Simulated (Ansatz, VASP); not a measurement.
**MgS in VASP and in Ansatz**

```
CELL_PARAMETERS angstrom
0.00000 2.82577 2.82577
2.82577 0.00000 2.82577
2.82577 2.82577 0.00000
ATOMIC_POSITIONS crystal
Mg 0.00000 0.00000 0.00000
S 0.25000 0.25000 0.25000
```

Alike in both runs: functional PBEsol; k mesh 8 × 8 × 8; occupations gaussian, width 0.02 eV; no spin polarisation.

Ansatz relaxed the structure, and its values are those at the end. VASP's run is a single point on that final structure, the one shown.

|  | VASP | Ansatz |
| --- | --- | --- |
| version | VASP 6.6.1 | Ansatz 0.2.0 |
| potentials or method | VASP PAW PBE potentials, release 64 (Mg, S), cutoff 600 eV | scalar-relativistic, plane waves, PAW |
| valence electrons in the cell | 8 | 16 |

|  | VASP | Ansatz | Ansatz less VASP |
| --- | --- | --- | --- |
| gap on the k mesh at the Fermi level (eV) | 3.32 | 3.32 | -0.002 |
| least direct gap on the mesh (eV) | 3.32 | 3.32 | -0.002 |
| pressure (GPa) | -0.1 | 0.0 | +0.07 |

VASP's potentials were made for PBE, not for PBEsol, and Ansatz warns of the same on its side. VASP's potentials hold 8 valence electrons a cell and Ansatz's 16, so a difference there can come from the potentials and not from the codes.
